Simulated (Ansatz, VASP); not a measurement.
H: VASP beside Ansatz

```
H
1.0
    10.00000    0.00000    0.00000
     0.00000   10.00000    0.00000
     0.00000    0.00000   10.00000
H
2
Direct
  0.50000 0.50000 0.46700
  0.50000 0.50000 0.53300
```

Alike in both runs: task single point; functional PBE; dispersion D4; k mesh 1 × 1 × 1; occupations gaussian, width 0.02 eV; no spin polarisation.

|  | VASP | Ansatz |
| --- | --- | --- |
| version | VASP 6.6.1 | Ansatz 0.2.0 |
| potentials or method | VASP PAW PBE potentials, release 64 (H) | scalar-relativistic, plane waves, PAW |
| plane-wave cutoff (eV) | 400 | 420 |
| valence electrons in the cell | 2 | 2 |

|  | VASP | Ansatz | Ansatz less VASP |
| --- | --- | --- | --- |
| gap on the k mesh at the Fermi level (eV) | 10.60 | 10.61 | +0.010 |
